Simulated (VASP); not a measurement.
CdS, 4 atoms in the cell. The structure is hexagonal, space group P6_3mc (No. 186). The conventional cell has a = 4.197 Å, b = 4.197 Å, c = 6.828 Å, α = 90.00°, β = 90.00°, γ = 120.00°. Cd (site symmetry 3m) has 4 S at 2.57 Å within 3.4 Å. Within 3.4 Å of S (site symmetry 3m) lie 4 Cd at 2.57 Å. 

| Property | Result |
| --- | --- |
| Program | VASP 6.6.1 |
| Task | single point |
| Functional | r2SCAN |
| Potentials or basis | VASP PAW PBE potentials, release 64 (Cd, S) |
| Cutoff | 520 eV |
| k mesh | 6 × 6 × 4 |
| Occupations | gaussian, width 0.02 eV |
| Spin | no spin polarisation |
| Dipole correction | no |
| Further INCAR settings | ALGO = Normal; EDIFF = 1e-06; NBANDS = 26 |

Potentials or basis: VASP PAW PBE potentials, release 64 (Cd, S).

Launch:

```bash
$ cat potpaw_PBE.64/Cd/POTCAR potpaw_PBE.64/S/POTCAR > POTCAR
$ cp INCAR.step1 INCAR
$ mpirun -np 1 vasp_std > vasp.out
$ cp INCAR.step2 INCAR
$ mpirun -np 1 vasp_std > vasp.out
```

Hardware: 1 thread of AMD EPYC 7R43 64-Core Processor (Zen 3), on a shared host.

Question: Estimate the wall time of this run.

Answer: Wall time 5.8 min on 1 thread of AMD EPYC 7R43 64-Core Processor (Zen 3) (shared host), peak memory 0.21 GiB. Counts: k points 21.
